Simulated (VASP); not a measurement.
Input of a VASP 6.6.1 run:

The input INCAR:

```
PREC = Accurate
ENCUT = 520
EDIFF = 1E-6
ISMEAR = -1
SIGMA = 0.05
LREAL = F
LASPH = T
NELM = 80
ALGO = Normal
ISIF = 2
LWAVE = F
LCHARG = T
LELF = T
LVHAR = T
NBANDS = 11
```

The input KPOINTS:

```
regular mesh
0
Gamma
  13 13 13
```

Contents of POSCAR:

```
C
1.0
    0.0000000000      1.7592674508      1.7592674508
    1.7592674508      0.0000000000      1.7592674508
    1.7592674508      1.7592674508      0.0000000000
C
2
Direct
    0.7500000000      0.7500000000      0.7500000000
    0.5000000000      0.5000000000      0.5000000000
```

Potentials or basis: VASP PAW LDA potentials, release 64 (C).

Run with:

```sh
$ cat potpaw_LDA.64/C/POTCAR > POTCAR
$ mpirun -np 1 vasp_std > vasp.out
```

Problem. What does it give for the pressure?

Solution. 7.0 GPa.

Problem. Predict the band gap on the k mesh.

Solution. 4.21 eV, indirect (least direct gap 5.66 eV).

A k mesh can miss the band edges. A hybrid or GW would open this gap; LDA tends to underestimate it.
